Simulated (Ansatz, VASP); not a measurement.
AlGaN2 in VASP and in Ansatz

```xyz
4
Lattice="3.2351 0.0000 0.0000 0.0000 3.2351 0.0000 0.0000 0.0000 4.4238" Properties=species:S:1:pos:R:3 pbc="T T T"
Al    1.6176    1.6176    2.2119
Ga    0.0000    0.0000    0.0000
N     1.6176    0.0000    3.2660
N     0.0000    1.6176    1.1579
```

Change from the starting cell: strain +0.030 along x and y, +0.000 along z, atoms carried along.

Alike in both runs: task single point; functional LDA; k mesh 8 × 8 × 6; occupations gaussian, width 0.05 eV; no spin polarisation.

|  | VASP | Ansatz |
| --- | --- | --- |
| version | VASP 6.6.1 | Ansatz 0.2.0 |
| potentials or method | VASP PAW LDA potentials, release 64 (Al, Ga_d, N), cutoff 520 eV | scalar-relativistic, plane waves, PAW |
| valence electrons in the cell | 26 | 26 |

|  | VASP | Ansatz | Ansatz less VASP |
| --- | --- | --- | --- |
| gap on the k mesh at the Fermi level (eV) | 2.47 | 2.46 | -0.011 |
| least direct gap on the mesh (eV) | 2.47 | 2.46 | -0.011 |
| pressure (GPa) | -14.1 | -14.7 | -0.60 |
| traceless stress, the component that is largest in VASP (GPa) | 2.51 | 2.51 | +0.004 |
| rms of the force components (eV/Å) | 0.042 | 0.053 | +0.0102 |

LDA's correlation is that of Perdew and Zunger in VASP and of Perdew and Wang (1992) in Ansatz. Atom by atom the forces differ by 0.010 eV/Å (rms over components).
